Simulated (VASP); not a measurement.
# Tl2Se (P4/mmm) in VASP: notebook, part 2 of 2

VASP 6.6.1. The steps go on from the part before.

## 3. Relaxation of cell and atoms, PBE

Input file INCAR:

```
PREC     = Accurate       # precision mode
ENCUT    = 600            # plane-wave cutoff, eV
EDIFF    = 1E-6           # SCF threshold, eV
ISMEAR   = 0              # smearing method
SIGMA    = 0.1            # smearing width, eV
LREAL    = F              # projectors in reciprocal space
LASPH    = T              # aspherical terms in the spheres
NELM     = 100            # most SCF steps
ALGO     = Normal         # electronic algorithm
ISIF     = 3              # what is computed and relaxed
LWAVE    = F              # write WAVECAR
LCHARG   = F              # write CHGCAR
GGA      = PE             # functional
IBRION   = 2              # ionic algorithm
NSW      = 100            # ionic steps
EDIFFG   = -0.01          # ionic threshold
```

Input file KPOINTS:

```
regular mesh
0
Gamma
  12 12 8
```

Input file POSCAR:

```
Tl2Se
1.0
    4.2246089878      0.0000000000      0.0000000000
    0.0000000000      4.2246089878      0.0000000000
    0.0000000000      0.0000000000      6.4751051162
Tl Se
2 1
Direct
    0.0000000000      0.0000000000      0.0000000000
    0.5000000000      0.5000000000      0.5000000000
    0.0000000000      0.0000000000      0.5000000000
```

Potentials or basis: VASP PAW PBE potentials, release 64 (Tl_d, Se).

Launch:

```bash
cat potpaw_PBE.64/Tl_d/POTCAR potpaw_PBE.64/Se/POTCAR > POTCAR
mpirun -np 1 vasp_std > vasp.out
```

OUTCAR:

```text
PREC = Accurate
   ENCUT = 600
   EDIFF = 1E-6
   ISMEAR = 0
   LREAL = F
   LASPH = T
   NELM = 100
   ISIF = 3
   GGA = PE
   IBRION = 2
   NSW = 100
   EDIFFG = -0.01

 ion  position               nearest neighbor table
   1  0.000  0.000  0.000-   3 3.24   3 3.24
   2  0.500  0.500  0.500-   3 2.99   3 2.99   3 2.99   3 2.99
   3  0.000  0.000  0.500-   2 2.99   2 2.99   2 2.99   2 2.99   1 3.24   1 3.24

  LATTYP: Found a simple tetragonal cell.
 ALAT       =     4.2246089878
 C/A-ratio  =     1.5327111065

  Lattice vectors:

 A1 = (   4.2246089878,   0.0000000000,   0.0000000000)
 A2 = (   0.0000000000,   4.2246089878,   0.0000000000)
 A3 = (   0.0000000000,   0.0000000000,   6.4751051162)

Analysis of symmetry for initial positions (statically):
=====================================================================
 Subroutine PRICEL returns:
 Original cell was already a primitive cell.

 Routine SETGRP: Setting up the symmetry group for a
 simple tetragonal supercell.

 Subroutine GETGRP returns: Found 16 space group operations
 (whereof 16 operations were pure point group operations)
 out of a pool of 16 trial point group operations.

The static configuration has the point symmetry D_4h.

Analysis of symmetry for dynamics (positions and initial velocities):
=====================================================================
 Subroutine PRICEL returns:
 Original cell was already a primitive cell.

 Routine SETGRP: Setting up the symmetry group for a
 simple tetragonal supercell.

 Subroutine GETGRP returns: Found 16 space group operations
 (whereof 16 operations were pure point group operations)
 out of a pool of 16 trial point group operations.

The dynamic configuration has the point symmetry D_4h.

 Subroutine INISYM returns: Found 16 space group operations
 (whereof 16 operations are pure point group operations),
 and found     1 'primitive' translations

----------------------------------------------------------------------------------------

                                     Primitive cell

  volume of cell :     115.5633

  direct lattice vectors                    reciprocal lattice vectors
     4.224608988  0.000000000  0.000000000     0.236708297  0.000000000  0.000000000
     0.000000000  4.224608988  0.000000000     0.000000000  0.236708297  0.000000000
     0.000000000  0.000000000  6.475105116     0.000000000  0.000000000  0.154437647

  length of vectors
     4.224608988  4.224608988  6.475105116     0.236708297  0.236708297  0.154437647

  position of ions in fractional coordinates (direct lattice)
     0.000000000  0.000000000  0.000000000
     0.500000000  0.500000000  0.500000000
     0.000000000  0.000000000  0.500000000

  ion indices of the primitive-cell ions
   primitive index   ion index
                 1           1
                 2           2
                 3           3

----------------------------------------------------------------------------------------

 KPOINTS: regular mesh

Automatic generation of k-mesh.
 Grid dimensions read from file:
 generate k-points for:   12   12    8

 Generating k-lattice:

  Cartesian coordinates                     Fractional coordinates (reciprocal lattice)
     0.019725691  0.000000000  0.000000000     0.083333333  0.000000000  0.000000000
     0.000000000  0.019725691  0.000000000     0.000000000  0.083333333  0.000000000
     0.000000000  0.000000000  0.019304706     0.000000000  0.000000000  0.125000000

  Length of vectors
     0.019725691  0.019725691  0.019304706

  Shift w.r.t. Gamma in fractional coordinates (k-lattice)
     0.000000000  0.000000000  0.000000000

 Subroutine IBZKPT returns following result:
 ===========================================

 Found    140 irreducible k-points:

 Following reciprocal coordinates:
            Coordinates               Weight
  0.000000  0.000000  0.000000      1.000000
  0.083333  0.000000  0.000000      4.000000
  0.166667  0.000000  0.000000      4.000000
  0.250000  0.000000  0.000000      4.000000
  0.333333  0.000000  0.000000      4.000000
  0.416667  0.000000  0.000000      4.000000
[... 16 lines left out ...]
  0.333333  0.333333  0.000000      4.000000
  0.416667  0.333333  0.000000      8.000000
 [... further k-points ...]
   k-points           NKPTS =    140   k-points in BZ     NKDIM =    140   number of bands    NBANDS=     20
   number of dos      NEDOS =    301   number of ions     NIONS =      3
   total plane-waves  NPLWV =  69984
   dimension x,y,z NGX =    36 NGY =   36 NGZ =   54
   dimension x,y,z NGXF=    72 NGYF=   72 NGZF=  108
   ions per type =               2   1
   NGX,Y,Z   is equivalent  to a cutoff of  14.17, 14.17, 13.86 a.u.
   NGXF,Y,Z  is equivalent  to a cutoff of  28.33, 28.33, 27.73 a.u.
 SYSTEM =  unknown system
   PREC   = accura    normal or accurate (medium, high low for compatibility)
   ISTART =      0    job   : 0-new  1-cont  2-samecut
   ICHARG =      2    charge: 1-file 2-atom 10-const
   ISPIN  =      1    spin polarized calculation?
   LNONCOLLINEAR =      F non collinear calculations
   LSORBIT =      F    spin-orbit coupling
   LASPH  =      T    aspherical Exc in radial PAW
   ENCUT  =  600.0 eV  44.10 Ry    6.64 a.u.   8.44  8.44 12.93*2*pi/ulx,y,z
   NELM   =    100;   NELMIN=  2; NELMDL= -5     # of ELM steps
   EDIFF  = 0.1E-05   stopping-criterion for ELM
   LREAL  =      F    real-space projection
   EDIFFG = -.1E-01   stopping-criterion for IOM
   NSW    =    100    number of steps for IOM
   IBRION =      2    ionic relax: 0-MD 1-quasi-New 2-CG
   NFREE  =      1    steps in history (QN), initial steepest desc. (CG)
   ISIF   =      3    stress and relaxation
   ISYM   =      2    0-nonsym 1-usesym 2-fastsym
   POTIM  = 0.5000    time-step for ionic-motion
   TEBEG  =    0.0;   TEEND  =   0.0 temperature during run
   PSTRESS=    0.0 pullay stress
   NELECT =      32.0000    total number of electrons
   NUPDOWN=      -1.0000    fix difference up-down
   EMIN   =  10.00;   EMAX   =-10.00  energy-range for DOS
   EFERMI =   0.00;   METHOD = LEGACY
   ISMEAR =     0;   SIGMA  =   0.10  broadening in eV -4-tet -1-fermi 0-gaus
   EFERMI_NEDOS =   21; number of points for ismear=-14 and -15
   IALGO  =     38    algorithm
   IMIX   =      4    mixing-type and parameters
     AMIX     =   0.40;   BMIX     =  1.00
     AMIX_MAG =   1.60;   BMIX_MAG =  1.00
  volume/ion in A,a.u.               =      38.52       259.95
  Fermi-wavevector in a.u.,A,eV,Ry     =   1.067050  2.016433 15.491542  1.138596
  Thomas-Fermi vector in A             =   2.202654
   LORBIT       =      0    0 simple, 1 ext, 2 COOP (PROOUT), +10 PAW based schemes
   GGA     = PE    functional components
   LHFCALC =     F    Hartree Fock is set to
   AEXX    =    0.0000 exact exchange contribution
   IVDW    =     0    specifies the selected vdW correction
   LEPSILON=     F    determine dielectric tensor
   LRPA    =     F    only Hartree local field effects (RPA)
 conjugate gradient relaxation of ions
 non-spin polarized calculation
 Gauss-broadening in eV      SIGMA  =   0.10
  energy-cutoff  :      600.00
  volume of cell :      115.56
 maximum number of plane-waves:      3897
 NGX is ok and might be reduce to    36
   NGX = 17   NGY = 17   NGZ = 25

--------------------------------------- Ionic step        1  -------------------------------------------

 number of electron      32.0000000 magnetization

 Free energy of the ion-electron system (eV)
  ---------------------------------------------------
  ext. energy  EPLUGINS =         0.00000000
  ---------------------------------------------------
  free energy    TOTEN  =        -8.11800643 eV

  energy without entropy =       -8.10856005  energy(sigma->0) =       -8.11328324

------------------------ aborting loop because EDIFF is reached ----------------------------------------

  FORCE on cell =-STRESS in cart. coord.  units (eV):
  Direction    XX          YY          ZZ          XY          YZ          ZX
  --------------------------------------------------------------------------------------
  -------------------------------------------------------------------------------------
  Total        0.0562740      0.0562740     -0.0193773      0.0000000      0.0000000      0.0000000
  in kB        0.7801863      0.7801863     -0.2686477      0.0000000      0.0000000      0.0000000
  external PRESSURE =       0.4305749 kB  Pullay stress =       0.0000000 kB
[... 61 lines left out ...]
--------------------------------------- Ionic step        3  -------------------------------------------

 number of electron      32.0000002 magnetization

 Free energy of the ion-electron system (eV)
  ---------------------------------------------------
  ext. energy  EPLUGINS =         0.00000000
  ---------------------------------------------------
  free energy    TOTEN  =        -8.11815298 eV

  energy without entropy =       -8.10828859  energy(sigma->0) =       -8.11322079

 E-fermi :   2.9459     XC(G=0):  -8.1584

 val. band max:        2.9386601984   @ k =   0.3333   0.0833   0.2500
 cond. band min:       2.9497466969   @ k =   0.2500   0.2500   0.3750
 fundamental gap:      0.0110864985
 Fermi energy:         2.9459490316

 k-point     1 :       0.0000    0.0000    0.0000
  band No.  band energies     occupation
      1     -10.0533      2.00000
      2      -8.7125      2.00000
      3      -8.6183      2.00000
      4      -8.5442      2.00000
      5      -8.5442      2.00000
      6      -8.5028      2.00000
[... 541 lines left out ...]
     19       5.0726      0.00000
     20       8.1833      0.00000

 [... further k-points ...]
[... 5 lines left out ...]
  --------------------------------------------------------------------------------------
  -------------------------------------------------------------------------------------
  Total       -0.0036400     -0.0036400     -0.0201304      0.0000000      0.0000000      0.0000000
  in kB       -0.0502577     -0.0502577     -0.2779410      0.0000000      0.0000000      0.0000000
  external PRESSURE =      -0.1261521 kB  Pullay stress =       0.0000000 kB
[... 18 lines left out ...]
  FREE ENERGIE OF THE ION-ELECTRON SYSTEM (eV)
  ---------------------------------------------------
  free  energy   TOTEN  =        -8.1181529849 eV

  energy  without entropy=       -8.1082885928  energy(sigma->0) =       -8.11322079

 reached required accuracy - stopping structural energy minimisation
```

Run time: 4.4 min. Hardware: 1 thread of Intel Xeon 6975P-C (Granite Rapids), shared host; peak memory 0.54 GiB.

What came out:

```yaml
Free_energy: -8.1182 eV
Relaxed_volume: 38.68 Å³/atom
Relaxed_cell: a = 4.235 Å, b = 4.235 Å, c = 6.470 Å, α = 90.00°, β = 90.00°, γ = 90.00°
Space_group_after_relaxing_to_0.05_Å: P4/mmm (No. 123)
Energy_gained_by_relaxing: 0.0 meV/atom
Ionic_steps: 3
Pressure_after_relaxing: 0.0 GPa
Band_gap_on_the_k_mesh: zero (band 16 reaches 3.18 eV, above the bottom of band 17 at 2.36 eV)
```

The path:
```csv
step,energy change (eV),largest force (eV/Å),pressure (GPa),volume (Å³)
1,0.0000,0.0000,0.04,115.56
2,-0.0001,0.0000,0.02,115.74
3,-0.0001,0.0000,-0.01,116.04
```

Final structure:
```yaml
crystal:
  lattice:
    - [4.23514, 0.00000, 0.00000]
    - [0.00000, 4.23514, 0.00000]
    - [0.00000, 0.00000, 6.46955]
  atoms:
    - { symbol: Tl, position: [0.00000, 0.00000, 0.00000] }
    - { symbol: Tl, position: [0.50000, 0.50000, 0.50000] }
    - { symbol: Se, position: [0.00000, 0.00000, 0.50000] }
```

Caveat: spin-orbit coupling is left out, which moves the levels of the heavy elements.
